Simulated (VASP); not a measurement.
# Re (Pm-3m) in VASP: notebook

Re is run at these levels: PBEsol; tasks: single point.

Everything below comes from runs of VASP 6.6.1. Logs are shortened: lines on timing, memory, paths and dates and some standing lists are left out, and cuts for length are marked.

### Step 1. The cell of the first run

It takes space group Pm-3m (No. 221, cubic). Conventional cell: a = 2.500 Å, b = 2.500 Å, c = 2.500 Å, α = 90.00°, β = 90.00°, γ = 90.00°. Re (site symmetry m-3m) has 6 Re at 2.50 Å within 3.3 Å.

### Step 2. Single point, PBEsol

The input, INCAR:

```
SYSTEM = Re
PREC = Accurate
ENCUT = 520
EDIFF = 1E-7
ISMEAR = 0
SIGMA = 0.05
LREAL = .FALSE.
LASPH = .TRUE.
NELM = 100
ALGO = Normal
ISIF = 2
LWAVE = .FALSE.
LCHARG = .FALSE.
GGA = PS
NBANDS = 10
```

The input, KPOINTS:

```
regular mesh
0
G
  10 10 10
  0 0 0
```

The input, POSCAR:

```
Re
1.0
    2.4996411489      0.0000000000      0.0000000000
    0.0000000000      2.4996411489      0.0000000000
    0.0000000000      0.0000000000      2.4996411489
Re
1
Direct
    0.0000000000      0.0000000000      0.0000000000
```

Potentials or basis: VASP PAW PBE potentials, release 64 (Re).

On the command line:

```bash
$ cat potpaw_PBE.64/Re/POTCAR > POTCAR
$ mpirun -np 1 vasp_std > vasp.out
```

OUTCAR:

```text
SYSTEM = Re
   PREC = Accurate
   ENCUT = 520
   EDIFF = 1E-7
   ISMEAR = 0
   LREAL = .FALSE.
   LASPH = .TRUE.
   NELM = 100
   ISIF = 2
   GGA = PS

 ion  position               nearest neighbor table
   1  0.000  0.000  0.000-

  LATTYP: Found a simple cubic cell.
 ALAT       =     2.4996411489

  Lattice vectors:

 A1 = (   2.4996411489,   0.0000000000,   0.0000000000)
 A2 = (   0.0000000000,   2.4996411489,   0.0000000000)
 A3 = (   0.0000000000,   0.0000000000,   2.4996411489)

Analysis of symmetry for initial positions (statically):
=====================================================================
 Subroutine PRICEL returns:
 Original cell was already a primitive cell.

 Routine SETGRP: Setting up the symmetry group for a
 simple cubic supercell.

 Subroutine GETGRP returns: Found 48 space group operations
 (whereof 48 operations were pure point group operations)
 out of a pool of 48 trial point group operations.

The static configuration has the point symmetry O_h .

Analysis of symmetry for dynamics (positions and initial velocities):
=====================================================================
 Subroutine PRICEL returns:
 Original cell was already a primitive cell.

 Routine SETGRP: Setting up the symmetry group for a
 simple cubic supercell.

 Subroutine GETGRP returns: Found 48 space group operations
 (whereof 48 operations were pure point group operations)
 out of a pool of 48 trial point group operations.

The dynamic configuration has the point symmetry O_h .

 Subroutine INISYM returns: Found 48 space group operations
 (whereof 48 operations are pure point group operations),
 and found     1 'primitive' translations

----------------------------------------------------------------------------------------

                                     Primitive cell

  volume of cell :      15.6183

  direct lattice vectors                    reciprocal lattice vectors
     2.499641149  0.000000000  0.000000000     0.400057424  0.000000000  0.000000000
     0.000000000  2.499641149  0.000000000     0.000000000  0.400057424  0.000000000
     0.000000000  0.000000000  2.499641149     0.000000000  0.000000000  0.400057424

  length of vectors
     2.499641149  2.499641149  2.499641149     0.400057424  0.400057424  0.400057424

  position of ions in fractional coordinates (direct lattice)
     0.000000000  0.000000000  0.000000000

  ion indices of the primitive-cell ions
   primitive index   ion index
                 1           1

----------------------------------------------------------------------------------------

 KPOINTS: regular mesh

Automatic generation of k-mesh.
 Grid dimensions read from file:
 generate k-points for:   10   10   10

 Generating k-lattice:

  Cartesian coordinates                     Fractional coordinates (reciprocal lattice)
     0.040005742  0.000000000  0.000000000     0.100000000  0.000000000  0.000000000
     0.000000000  0.040005742  0.000000000     0.000000000  0.100000000  0.000000000
     0.000000000  0.000000000  0.040005742     0.000000000  0.000000000  0.100000000

  Length of vectors
     0.040005742  0.040005742  0.040005742

  Shift w.r.t. Gamma in fractional coordinates (k-lattice)
     0.000000000  0.000000000  0.000000000

 Subroutine IBZKPT returns following result:
 ===========================================

 Found     56 irreducible k-points:

 Following reciprocal coordinates:
            Coordinates               Weight
  0.000000  0.000000  0.000000      1.000000
  0.100000  0.000000  0.000000      6.000000
  0.200000  0.000000  0.000000      6.000000
  0.300000  0.000000  0.000000      6.000000
  0.400000  0.000000  0.000000      6.000000
  0.500000  0.000000  0.000000      3.000000
[... 16 lines left out ...]
  0.200000  0.100000  0.100000     24.000000
  0.300000  0.100000  0.100000     24.000000
 [... further k-points ...]
   k-points           NKPTS =     56   k-points in BZ     NKDIM =     56   number of bands    NBANDS=     10
   number of dos      NEDOS =    301   number of ions     NIONS =      1
   total plane-waves  NPLWV =   8000
   dimension x,y,z NGX =    20 NGY =   20 NGZ =   20
   dimension x,y,z NGXF=    40 NGYF=   40 NGZF=   40
   ions per type =               1
   NGX,Y,Z   is equivalent  to a cutoff of  13.30, 13.30, 13.30 a.u.
   NGXF,Y,Z  is equivalent  to a cutoff of  26.60, 26.60, 26.60 a.u.
 SYSTEM =  Re
   PREC   = accura    normal or accurate (medium, high low for compatibility)
   ISTART =      0    job   : 0-new  1-cont  2-samecut
   ICHARG =      2    charge: 1-file 2-atom 10-const
   ISPIN  =      1    spin polarized calculation?
   LNONCOLLINEAR =      F non collinear calculations
   LSORBIT =      F    spin-orbit coupling
   LASPH  =      T    aspherical Exc in radial PAW
   ENCUT  =  520.0 eV  38.22 Ry    6.18 a.u.   4.65  4.65  4.65*2*pi/ulx,y,z
   NELM   =    100;   NELMIN=  2; NELMDL= -5     # of ELM steps
   EDIFF  = 0.1E-06   stopping-criterion for ELM
   LREAL  =      F    real-space projection
   EDIFFG = 0.1E-05   stopping-criterion for IOM
   NSW    =      0    number of steps for IOM
   IBRION =     -1    ionic relax: 0-MD 1-quasi-New 2-CG
   NFREE  =      0    steps in history (QN), initial steepest desc. (CG)
   ISIF   =      2    stress and relaxation
   ISYM   =      2    0-nonsym 1-usesym 2-fastsym
   POTIM  = 0.5000    time-step for ionic-motion
   TEBEG  =    0.0;   TEEND  =   0.0 temperature during run
   PSTRESS=    0.0 pullay stress
   NELECT =       7.0000    total number of electrons
   NUPDOWN=      -1.0000    fix difference up-down
   EMIN   =  10.00;   EMAX   =-10.00  energy-range for DOS
   EFERMI =   0.00;   METHOD = LEGACY
   ISMEAR =     0;   SIGMA  =   0.05  broadening in eV -4-tet -1-fermi 0-gaus
   EFERMI_NEDOS =   21; number of points for ismear=-14 and -15
   IALGO  =     38    algorithm
   IMIX   =      4    mixing-type and parameters
     AMIX     =   0.40;   BMIX     =  1.00
     AMIX_MAG =   1.60;   BMIX_MAG =  1.00
  volume/ion in A,a.u.               =      15.62       105.40
  Fermi-wavevector in a.u.,A,eV,Ry     =   1.252843  2.367529 21.355903  1.569615
  Thomas-Fermi vector in A             =   2.386724
   LORBIT       =      0    0 simple, 1 ext, 2 COOP (PROOUT), +10 PAW based schemes
   GGA     = PS    functional components
   LHFCALC =     F    Hartree Fock is set to
   AEXX    =    0.0000 exact exchange contribution
   IVDW    =     0    specifies the selected vdW correction
   LEPSILON=     F    determine dielectric tensor
   LRPA    =     F    only Hartree local field effects (RPA)
 non-spin polarized calculation
 Gauss-broadening in eV      SIGMA  =   0.05
  energy-cutoff  :      520.00
  volume of cell :       15.62
 maximum number of plane-waves:       437
 NGX is ok and might be reduce to    20
   NGX =  9   NGY =  9   NGZ =  9

 number of electron       7.0000000 magnetization

 Free energy of the ion-electron system (eV)
  ---------------------------------------------------
  ext. energy  EPLUGINS =         0.00000000
  ---------------------------------------------------
  free energy    TOTEN  =       -11.90198592 eV

  energy without entropy =      -11.90149551  energy(sigma->0) =      -11.90174072

 E-fermi :   7.4586     XC(G=0): -13.3472

 val. band max:        7.4579245181   @ k =   0.5000   0.1000   0.0000
 cond. band min:       7.6305681125   @ k =   0.3000   0.2000   0.0000
 fundamental gap:      0.1726435944
 Fermi energy:         7.4585730020

 k-point     1 :       0.0000    0.0000    0.0000
  band No.  band energies     occupation
      1      -2.2904      2.00000
      2       1.5597      2.00000
      3       1.5597      2.00000
      4      11.5641      0.00000
      5      11.5641      0.00000
      6      11.5641      0.00000
      7      23.6711      0.00000
      8      23.6711      0.00000
      9      23.6711      0.00000
     10      30.0932      0.00000

 k-point     2 :       0.1000    0.0000    0.0000
  band No.  band energies     occupation
      1      -1.9357      2.00000
      2       1.6499      2.00000
      3       1.9687      2.00000
      4      11.0065      0.00000
      5      11.0065      0.00000
      6      11.6053      0.00000
      7      21.9214      0.00000
      8      24.4272      0.00000
      9      24.4272      0.00000
     10      30.9891      0.00000

 k-point     3 :       0.2000    0.0000    0.0000
  band No.  band energies     occupation
      1      -1.0549      2.00000
      2       1.8949      2.00000
      3       3.1769      2.00000
      4       9.7769      0.00000
      5       9.7769      0.00000
      6      11.7147      0.00000
      7      19.1863      0.00000
      8      26.2020      0.00000
      9      26.2020      0.00000
     10      27.5047      0.00000

 k-point     4 :       0.3000    0.0000    0.0000
  band No.  band energies     occupation
      1       0.0001      2.00000
      2       2.2172      2.00000
      3       4.8571      2.00000
      4       8.5415      0.00000
      5       8.5415      0.00000
      6      11.8529      0.00000
      7      17.1991      0.00000
      8      25.0418      0.00000
      9      28.2344      0.00000
     10      28.2345      0.00000
[... 222 lines left out ...]
 k-point    22 :       0.1000    0.1000    0.1000
  band No.  band energies     occupation
      1      -1.2102      2.00000
      2       2.2968      2.00000
      3       2.2968      2.00000
      4      10.2738      0.00000
      5      10.5682      0.00000
      6      10.5682      0.00000
      7      22.6958      0.00000
      8      23.6992      0.00000
      9      23.6992      0.00000
     10      31.5097      0.00000

 k-point    23 :       0.2000    0.1000    0.1000
  band No.  band energies     occupation
      1      -0.3198      2.00000
      2       2.5405      2.00000
      3       3.4568      2.00000
      4       9.1720      0.00000
      5       9.2465      0.00000
      6      10.6471      0.00000
      7      20.5267      0.00000
      8      24.4148      0.00000
      9      25.3332      0.00000
     10      29.2226      0.00000

 k-point    24 :       0.3000    0.1000    0.1000
  band No.  band energies     occupation
      1       0.7300      2.00000
      2       2.8697      2.00000
      3       4.7769      2.00000
      4       7.9187      0.00000
      5       8.5151      0.00000
      6      10.8225      0.00000
      7      18.3179      0.00000
      8      25.6103      0.00000
      9      25.7531      0.00000
     10      28.8924      0.00000

 [... further k-points ...]
[... 5 lines left out ...]
  --------------------------------------------------------------------------------------
  -------------------------------------------------------------------------------------
  Total        1.8778360      1.8778360      1.8778360     -0.0000000     -0.0000000     -0.0000000
  in kB      192.6350208    192.6350208    192.6350208     -0.0000000     -0.0000000     -0.0000000
  external PRESSURE =     192.6350208 kB  Pullay stress =       0.0000000 kB

 VOLUME and BASIS-vectors are now :
 -----------------------------------------------------------------------------
  energy-cutoff  :      520.00
  volume of cell :       15.62
      direct lattice vectors                 reciprocal lattice vectors
     2.499641149  0.000000000  0.000000000     0.400057424  0.000000000  0.000000000
     0.000000000  2.499641149  0.000000000     0.000000000  0.400057424  0.000000000
     0.000000000  0.000000000  2.499641149     0.000000000  0.000000000  0.400057424

 POSITION                                       TOTAL-FORCE (eV/Angst)
 -----------------------------------------------------------------------------------
      0.00000      0.00000      0.00000         0.000000      0.000000      0.000000
 -----------------------------------------------------------------------------------
    total drift:                               -0.000000      0.000000      0.000000

  FREE ENERGIE OF THE ION-ELECTRON SYSTEM (eV)
  ---------------------------------------------------
  free  energy   TOTEN  =       -11.9019859177 eV

  energy  without entropy=      -11.9014955144  energy(sigma->0) =      -11.90174072
```

It took 5.3 s on 1 thread of Intel Xeon Platinum 8375C at 2.90GHz (Ice Lake), shared host; peak memory 0.13 GiB.

Results:

- Free energy: -11.9020 eV
- Pressure: 19.3 GPa

Levels at points of the mesh, in eV from the Fermi level:
```tsv
k point	band 1	band 2	band 3	band 4	band 5	band 6	band 7
(0.00, 0.00, 0.00)	-9.75	-5.90	-5.90	4.11	4.11	4.11	16.21
(0.50, 0.00, 0.00)	-6.14	-4.85	-1.02	-0.07	-0.07	4.55	9.52
(0.50, 0.50, 0.00)	-7.11	-4.10	0.76	0.76	5.17	5.17	7.12
(0.50, 0.50, 0.50)	-5.34	-5.34	-5.34	7.43	7.43	7.77	12.86
```

Caveat: the PAW data sets were made with another functional, which shifts forces and pressure a little; spin-orbit coupling is left out, which moves the levels of the heavy elements.

### Step 3. Single point, PBEsol

This run uses another cell than the first one, of 16.61 Å³/atom, 1.063 times its volume.

The input, INCAR:

```
PREC = Accurate ; ENCUT = 520
EDIFF = 1E-6 ; ISMEAR = 0
SIGMA = 0.05 ; LREAL = False
LASPH = True ; NELM = 60
ALGO = Normal ; ISIF = 2
LWAVE = False ; LCHARG = False
GGA = PS ; NBANDS = 10
```

The input, KPOINTS:

```
regular mesh
0
Gamma
  10 10 10
```

The input, POSCAR:

```
Re
1.0
    2.5512426310      0.0000000000      0.0000000000
    0.0000000000      2.5512426310      0.0000000000
    0.0000000000      0.0000000000      2.5512426310
Re
1
Direct
    0.0000000000      0.0000000000      0.0000000000
```

Potentials or basis: VASP PAW PBE potentials, release 64 (Re).

On the command line:

```bash
$ cat potpaw_PBE.64/Re/POTCAR > POTCAR
$ mpirun -np 1 vasp_std > vasp.out
```

It took 5.1 s on 1 thread of Intel Xeon Platinum 8375C at 2.90GHz (Ice Lake), shared host; peak memory 0.13 GiB.

It converged, with:

```yaml
Free_energy: -11.9560 eV
Pressure: -0.8 GPa
```

Levels at points of the mesh, in eV from the Fermi level:
| k point | band 1 | band 2 | band 3 | band 4 | band 5 | band 6 | band 7 | band 8 |
| --- | --- | --- | --- | --- | --- | --- | --- | --- |
| (0.00, 0.00, 0.00) | -9.34 | -5.47 | -5.47 | 3.72 | 3.72 | 3.72 | 15.65 | 15.65 |
| (0.50, 0.00, 0.00) | -5.88 | -4.51 | -0.98 | -0.06 | -0.06 | 4.12 | 8.71 | 15.30 |
| (0.50, 0.50, 0.00) | -6.53 | -3.90 | 0.69 | 0.69 | 4.86 | 4.86 | 6.46 | 14.29 |
| (0.50, 0.50, 0.50) | -4.89 | -4.89 | -4.89 | 6.74 | 6.74 | 7.95 | 11.97 | 11.97 |

Caveat: the PAW data sets were made with another functional, which shifts forces and pressure a little; spin-orbit coupling is left out, which moves the levels of the heavy elements.
